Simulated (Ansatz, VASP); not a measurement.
TlCl in VASP and in Ansatz

```
Tl Cl
1.0
     3.83883    0.00000    0.00000
     0.00000    3.83883    0.00000
     0.00000    0.00000    3.83883
Tl Cl
1 1
Direct
  0.00000 0.00000 0.00000
  0.50000 0.50000 0.50000
```

Alike in both runs: task single point; functional PBEsol; k mesh 4 × 4 × 4; occupations gaussian, width 0.05 eV; no spin polarisation.

|  | VASP | Ansatz |
| --- | --- | --- |
| version | VASP 6.6.1 | Ansatz 0.2.0 |
| potentials or method | VASP PAW PBE potentials, release 64 (Tl_d, Cl) | plane waves |
| plane-wave cutoff (eV) | 500 | 420 |
| valence electrons in the cell | 20 | 20 |

VASP gave:

* gap on the k mesh at the Fermi level (eV): 1.94
* pressure (GPa): -1.4

What did Ansatz give for the same quantities?

gap on the k mesh at the Fermi level (eV): 1.94; pressure (GPa): -1.3.

VASP's potentials were made for PBE, not for PBEsol. The functional is the same, so the differences come from potentials, cutoffs and numerics.

Neither program's run includes spin-orbit coupling.
